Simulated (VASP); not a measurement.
# Mg3CdTe4 (P-3m1) in VASP: further runs, part 2 of 2

VASP 6.6.1. The steps go on from the part before.

### Step 4. Single point, PBE

This run uses another cell than the first one, of 27.32 Å³/atom.

Contents of INCAR:

```
PREC = Accurate
ENCUT = 520
EDIFF = 1E-6
ISMEAR = 0
SIGMA = 0.02
LREAL = False
LASPH = True
NELM = 100
ALGO = Normal
ISIF = 2
LWAVE = False
LCHARG = False
GGA = PE
NBANDS = 31
```

Contents of KPOINTS:

```
Automatic mesh
0
Gamma
  12 12 4
```

Contents of POSCAR:

```
Mg3CdTe4
1.0
    4.2680687466      0.0000000289      0.0000000000
   -2.1340343983      3.6962559452      0.0000000000
    0.0000000000      0.0000000000     13.8542928000
Mg Cd Te
3 1 4
Direct
    0.0000000000      0.0000000000      0.0000000000
    0.0000000000      0.0000000000      0.7522140000
    0.0000000000      0.0000000000      0.2477860000
    0.0000000000      0.0000000000      0.5000000000
    0.3333333333      0.6666666667      0.8764130000
    0.3333333333      0.6666666667      0.3697910000
    0.6666666667      0.3333333333      0.1235870000
    0.6666666667      0.3333333333      0.6302090000
```

Potentials or basis: VASP PAW PBE potentials, release 64 (Mg, Cd, Te).

The run is started by

```bash
cat potpaw_PBE.64/Mg/POTCAR potpaw_PBE.64/Cd/POTCAR potpaw_PBE.64/Te/POTCAR > POTCAR
mpirun -np 1 vasp_std > vasp.out
```

OUTCAR:

```text
PREC = Accurate
   ENCUT = 520
   EDIFF = 1E-6
   ISMEAR = 0
   LREAL = False
   LASPH = True
   NELM = 100
   ISIF = 2
   GGA = PE

 ion  position               nearest neighbor table
   1  0.000  0.000  0.000-   5 3.00   7 3.00   5 3.00   7 3.00   7 3.00   5 3.00   2 3.43   3 3.43

   2  0.000  0.000  0.752-   8 2.99   8 2.99   8 2.99   5 3.01   5 3.01   5 3.01   1 3.43   4 3.49

[... 1036 lines left out ...]
  Total        0.0082661      0.0082661     -0.0292544      0.0000000     -0.0000000      0.0000000
  in kB        0.0605944      0.0605944     -0.2144491      0.0000000     -0.0000000      0.0000000
  external PRESSURE =      -0.0310868 kB  Pullay stress =       0.0000000 kB

 VOLUME and BASIS-vectors are now :
 -----------------------------------------------------------------------------
  energy-cutoff  :      520.00
  volume of cell :      218.56
      direct lattice vectors                 reciprocal lattice vectors
     4.268068747  0.000000029  0.000000000     0.234298006  0.135272019  0.000000000
    -2.134034398  3.696255945  0.000000000    -0.000000002  0.270544035  0.000000000
     0.000000000  0.000000000 13.854292800     0.000000000  0.000000000  0.072179794

 POSITION                                       TOTAL-FORCE (eV/Angst)
 -----------------------------------------------------------------------------------
      0.00000      0.00000      0.00000         0.000000     -0.000000     -0.000000
      0.00000      0.00000     10.42139         0.000000     -0.000000      0.001457
      0.00000      0.00000      3.43290         0.000000     -0.000000     -0.001457
      0.00000      0.00000      6.92715         0.000000     -0.000000     -0.000000
     -0.00000      2.46417     12.14208        -0.000000      0.000000      0.000571
     -0.00000      2.46417      5.12319        -0.000000      0.000000     -0.022489
      2.13403      1.23209      1.71221         0.000000     -0.000000     -0.000571
      2.13403      1.23209      8.73110         0.000000      0.000000      0.022489
 -----------------------------------------------------------------------------------
    total drift:                                0.000000      0.000000      0.000000

  FREE ENERGIE OF THE ION-ELECTRON SYSTEM (eV)
  ---------------------------------------------------
  free  energy   TOTEN  =       -23.2740071896 eV

  energy  without entropy=      -23.2740071896  energy(sigma->0) =      -23.27400719
```

OSZICAR:

```text
N       E                     dE             d eps       ncg     rms          rms(c)
DAV:   1     0.197777186322E+03    0.19778E+03   -0.16255E+04  4286   0.111E+03
DAV:   2    -0.938474854095E+01   -0.20716E+03   -0.19763E+03  5117   0.208E+02
DAV:   3    -0.239493714059E+02   -0.14565E+02   -0.14466E+02  5227   0.547E+01
DAV:   4    -0.241971584670E+02   -0.24779E+00   -0.24769E+00  5280   0.716E+00
DAV:   5    -0.242032593859E+02   -0.61009E-02   -0.61008E-02  5442   0.113E+00    0.781E+00
DAV:   6    -0.233928760284E+02    0.81038E+00   -0.13239E+00  4959   0.752E+00    0.611E+00
DAV:   7    -0.232779417218E+02    0.11493E+00   -0.72613E-01  5121   0.334E+00    0.235E+00
DAV:   8    -0.232762411770E+02    0.17005E-02   -0.37389E-02  4910   0.145E+00    0.890E-01
DAV:   9    -0.232740848520E+02    0.21563E-02   -0.73686E-03  4935   0.398E-01    0.267E-01
DAV:  10    -0.232740130416E+02    0.71810E-04   -0.14183E-03  5111   0.192E-01    0.654E-02
DAV:  11    -0.232739988111E+02    0.14231E-04   -0.16450E-04  4923   0.623E-02    0.298E-02
DAV:  12    -0.232740071977E+02   -0.83866E-05   -0.24551E-05  5314   0.213E-02    0.136E-02
DAV:  13    -0.232740071896E+02    0.80840E-08   -0.36222E-06  4606   0.101E-02
   1 F= -.23274007E+02 E0= -.23274007E+02  d E =-.895287E-19
```

stdout:

```text
POSCAR found type information on POSCAR MgCdTe
 POSCAR found :  3 types and       8 ions
 scaLAPACK will be used
 LDA part: xc-table for (Slater+PW92), standard interpolation
 POSCAR, INCAR and KPOINTS ok, starting setup
 FFT: planning ... GRIDC
 FFT: planning ... GRID_SOFT
 FFT: planning ... GRID
 WAVECAR not read
 entering main loop
```

Wall time 6.2 min (1 thread of Oxide Virtual Turin-like, shared host); peak memory 0.6 GiB.

Results:

```
Free energy            : -23.2740 eV
Pressure               : 0.0 GPa
Largest force          : 0.022 eV/Å
Band gap on the k mesh : 0.36 eV (least direct gap 0.85 eV)
```

Forces on the atoms (eV/Å):
```
Mg   0.000  0.000  0.000
Mg   0.000  0.000  0.001
Mg   0.000  0.000 -0.001
Cd   0.000  0.000  0.000
Te   0.000  0.000  0.001
Te   0.000  0.000 -0.022
Te   0.000  0.000 -0.001
Te   0.000  0.000  0.022
```

Caveat: semilocal functionals underestimate gaps, and a narrow one can read as zero; spin-orbit coupling is left out, which moves the levels of the heavy elements.

### Step 5. Single point, PBE (30.05 Å³/atom)

This run uses another cell than the first one, of 30.05 Å³/atom.

Contents of INCAR:

```
  ALGO = Normal
  EDIFF = 1E-6
  ENCUT = 520
  GGA = PE
  ISIF = 2
  ISMEAR = 0
  LASPH = True
  LCHARG = False
  LREAL = False
  LWAVE = False
  NBANDS = 31
  NELM = 60
  PREC = Accurate
  SIGMA = 0.02
```

Contents of KPOINTS:

```
k-points
0
Gamma
  12 12 4
```

Contents of POSCAR:

```
Mg3CdTe4
1.0
    4.4111562940      0.0000000298      0.0000000000
   -2.2055781728      3.8201733957      0.0000000000
    0.0000000000      0.0000000000     14.2670757679
Mg Cd Te
3 1 4
Direct
    0.0000000000      0.0000000000      0.0000000000
    0.0000000000      0.0000000000      0.7515171851
    0.0000000000      0.0000000000      0.2484828149
    0.0000000000      0.0000000000      0.5000000000
    0.3333333333      0.6666666667      0.8761673554
    0.3333333333      0.6666666667      0.3706293991
    0.6666666667      0.3333333333      0.1238326446
    0.6666666667      0.3333333333      0.6293706009
```

The run is started by

```bash
cat potpaw_PBE.64/Mg/POTCAR potpaw_PBE.64/Cd/POTCAR potpaw_PBE.64/Te/POTCAR > POTCAR
mpirun -np 1 vasp_std > vasp.out
```

Run time: 11 min. Hardware: 1 thread of AMD EPYC 9755, shared host; peak memory 0.68 GiB.

The run converged. Its results:

* Free energy: -23.0066 eV
* Pressure: -3.6 GPa
* Largest force: 0.028 eV/Å
* Band gap on the k mesh: 0.35 eV (least direct gap 0.76 eV)

Forces in eV/Å, atoms in the order of the input:
```
Mg   0.000  0.000  0.000
Mg   0.000  0.000  0.004
Mg   0.000  0.000 -0.004
Cd   0.000  0.000  0.000
Te   0.000  0.000 -0.001
Te   0.000  0.000 -0.028
Te   0.000  0.000  0.001
Te   0.000  0.000  0.028
```

Levels at points of the mesh, in eV from the valence-band top:
```
           k point  band 19  band 20  band 21  band 22  band 23  band 24
(0.00, 0.00, 0.00)    -0.07    -0.07    -0.01     0.80     2.47     2.50
(0.50, 0.00, 0.00)    -1.07    -1.06    -0.30     1.24     1.97     2.17
(0.00, 0.00, 0.50)    -0.24    -0.05    -0.05     1.62     1.90     2.71
(0.50, 0.00, 0.50)    -0.98    -0.68    -0.48     0.94     1.53     2.53
```

Caveat: the cell stands under tension; semilocal functionals underestimate gaps, and a narrow one can read as zero; spin-orbit coupling is left out, which moves the levels of the heavy elements. A k mesh can miss the band edges.

### Step 6. Overview

```csv
task,cell,cutoff (eV),gap on the mesh (eV),pressure (GPa),largest force (eV/Å)
relaxation of shape and atoms at fixed volume,"relaxed from a = 4.353, b = 4.353, c = 14.115 Å, angles 90.0, 90.0, 120.0°, 8 atoms, atomic positions A",600,0.36,-2.4,0.01
single point,"a = 4.223, b = 4.223, c = 13.727 Å, angles 90.0, 90.0, 120.0°, 8 atoms, atomic positions B",520,0.35,1.5,0.02
single point,"a = 4.268, b = 4.268, c = 13.854 Å, angles 90.0, 90.0, 120.0°, 8 atoms, atomic positions C",520,0.36,0.0,0.02
single point,"a = 4.411, b = 4.411, c = 14.267 Å, angles 90.0, 90.0, 120.0°, 8 atoms, atomic positions D",520,0.35,-3.6,0.03
```

Alike in all rows: level PBE; potentials or basis VASP PAW PBE potentials, release 64 (Mg, Cd, Te); no spin polarisation; k mesh 12 × 12 × 4; smearing gaussian 0.02 eV.

Caveats: semilocal functionals underestimate gaps, and a narrow one can read as zero; spin-orbit coupling is left out, which moves the levels of the heavy elements; the cell stands under tension (at least some runs).

Absolute energies hang on the potentials; compare differences alone.
